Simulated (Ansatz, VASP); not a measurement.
## TiCo2 in VASP and in Ansatz

```
CELL_PARAMETERS angstrom
0.00000 3.35814 3.35814
3.35814 0.00000 3.35814
3.35814 3.35814 0.00000
ATOMIC_POSITIONS crystal
Ti 0.50000 0.50000 0.50000
Ti 0.75000 0.75000 0.75000
Co 0.12500 0.12500 0.12500
Co 0.62500 0.12500 0.12500
Co 0.12500 0.12500 0.62500
Co 0.12500 0.62500 0.12500
```

Alike in both runs: functional PBEsol; k mesh 1 × 1 × 1; occupations gaussian, width 0.1 eV; collinear spin.

Ansatz relaxed the structure, and its values are those at the end. VASP's run is a single point on that final structure, the one shown.

|  | VASP | Ansatz |
| --- | --- | --- |
| version | VASP 6.6.1 | Ansatz 0.2.0 |
| potentials or method | VASP PAW PBE potentials, release 64 (Ti_sv, Co), cutoff 520 eV | scalar-relativistic, plane waves, PAW |
| valence electrons in the cell | 60 | 92 |

```tsv
	VASP	Ansatz	Ansatz less VASP
gap on the k mesh at the Fermi level (eV)	0.14	0.07	-0.067
least direct gap on the mesh (eV)	0.14	0.07	-0.067
pressure (GPa)	-9.2	0.0	+9.20
net moment per atom (μB)	0.58	1.37	+0.790
size of the moment on the site where the two differ most (μB)	0.27	1.90	+1.631
```

The net moments are unlike, so the other rows may belong to different states. VASP's potentials were made for PBE, not for PBEsol. Site moments also hang on the region over which each program counts them. VASP's potentials hold 60 valence electrons a cell and Ansatz's 92, so a difference there can come from the potentials and not from the codes.

The k mesh is coarse, so the values compare programs but aren't converged.
